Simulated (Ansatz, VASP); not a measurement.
## CaO in VASP and in Ansatz

File POSCAR:

```
CaO
1.0
    0.0195000743      2.4170501887      2.4170501887
    2.4170501887      0.0195000743      2.4170501887
    2.4170501887      2.4170501887      0.0195000743
Ca O
1 1
Direct
    0.0000000000      0.0000000000      0.0000000000
    0.5000000000      0.5000000000      0.5000000000
```

The input INCAR.step1:

```
SYSTEM = CaO
PREC = Accurate
ENCUT = 520
ISMEAR = 0
SIGMA = 0.01
LREAL = .FALSE.
LASPH = .TRUE.
NELM = 100
NBANDS = 15
GGA = PE
ALGO = Normal
EDIFF = 1E-4
LWAVE = .TRUE.
LCHARG = .FALSE.
```

The input INCAR.step2:

```
SYSTEM = CaO
PREC = Accurate
ENCUT = 520
EDIFF = 1E-6
ISMEAR = 0
SIGMA = 0.01
LREAL = .FALSE.
LASPH = .TRUE.
NELM = 100
ALGO = Normal
ISIF = 2
LWAVE = .FALSE.
LCHARG = .FALSE.
METAGGA = R2SCAN
LMIXTAU = .TRUE.
NBANDS = 15
ISTART = 1
```

KPOINTS

```
regular mesh
0
G
  10 10 10
  0 0 0
```

Input for Ansatz:

```yaml
crystal:
  lattice:
    - [0.0195000743, 2.4170501887, 2.4170501887]
    - [2.4170501887, 0.0195000743, 2.4170501887]
    - [2.4170501887, 2.4170501887, 0.0195000743]
  atoms:
    - { symbol: Ca, position: [0.0, 0.0, 0.0] }
    - { symbol: O, position: [0.5, 0.5, 0.5] }
kpoints:
  mp_grid: { grid: [10, 10, 10] }
  band_path:
    path:
      - [0.0, 0.0, 0.0]
      - [0.5, 0.0, 0.5]
      - [0.625, 0.25, 0.625]
      - [0.375, 0.375, 0.75]
      - [0.5, 0.5, 0.5]
      - [0.5, 0.25, 0.75]
    npoints: 1
hamiltonian:
  xc: r2scan
scf:
  occupations: { method: fixed }
  n_extra_bands: 4
output:
  forces: true
  stress: true
  eigenvalues: true
  write_density: true
  write_potential: true
  elf: true
  volumetric_format: npy
```

Change from the starting cell: shear_111 strain +1.2%.

Alike in both runs: task single point; functional r2SCAN; k mesh 10 × 10 × 10; no spin polarisation.

|  | VASP | Ansatz |
| --- | --- | --- |
| version | VASP 6.6.1 | Ansatz 0.2.0 |
| potentials or method | VASP PAW PBE potentials, release 64 (Ca_sv, O) | plane waves, PAW |
| plane-wave cutoff (eV) | 520 | 500 |
| occupations | gaussian, width 0.01 eV | fixed |
| valence electrons in the cell | 16 | 16 |

VASP gave:

| Quantity | Value |
| --- | --- |
| gap on the k mesh at the Fermi level (eV) | 4.18 |
| pressure (GPa) | -0.4 |
| traceless stress, the component that is largest in VASP (GPa) | -0.65 |

What did Ansatz give for the same quantities?

gap on the k mesh at the Fermi level (eV): 4.19; pressure (GPa): -1.4; traceless stress, the component that is largest in VASP (GPa): -0.65.

VASP's potentials were made for PBE, not for r2SCAN.
